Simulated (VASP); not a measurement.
Input of a VASP 6.6.1 run:

File INCAR:

```
  PREC = Accurate
  ENCUT = 520
  EDIFF = 1E-6
  ISMEAR = 0
  SIGMA = 0.01
  LREAL = False
  LASPH = True
  NELM = 80
  ALGO = Normal
  ISIF = 2
  LWAVE = False
  LCHARG = True
  LELF = True
  LVHAR = True
  NBANDS = 28
```

File KPOINTS:

```
regular mesh
0
Gamma
  4 4 4
```

File POSCAR:

```
BaScO2F
1.0
    4.2069470000      0.0000000000      0.0000000000
    0.0000000000      4.2069470000      0.0000000000
    0.0000000000      0.0000000000      4.2114130000
Ba Sc O F
1 1 2 1
Direct
    0.5000000000      0.5000000000      0.5000000000
    0.0000000000      0.0000000000      0.0000000000
    0.5000000000      0.0000000000      0.0000000000
    0.0000000000      0.5000000000      0.0000000000
    0.0000000000      0.0000000000      0.5000000000
```

Potentials or basis: VASP PAW LDA potentials, release 64 (Ba_sv, Sc_sv, O, F).

Run with:

```console
$ cat potpaw_LDA.64/Ba_sv/POTCAR potpaw_LDA.64/Sc_sv/POTCAR potpaw_LDA.64/O/POTCAR potpaw_LDA.64/F/POTCAR > POTCAR
$ mpirun -np 1 vasp_std > vasp.out
```

What does it give for the pressure?

-8.5 GPa.

What does it give for the band gap on the k mesh?

2.86 eV, indirect (least direct gap 3.24 eV).

Stress tensor (GPa, compression positive):
```
-8.46  0.00  0.00
 0.00 -8.46  0.00
 0.00  0.00 -8.56
```

Caveat: spin-orbit coupling is left out, which moves the levels of the heavy elements. LDA gaps usually lie below the measured ones, often by a third to a half.
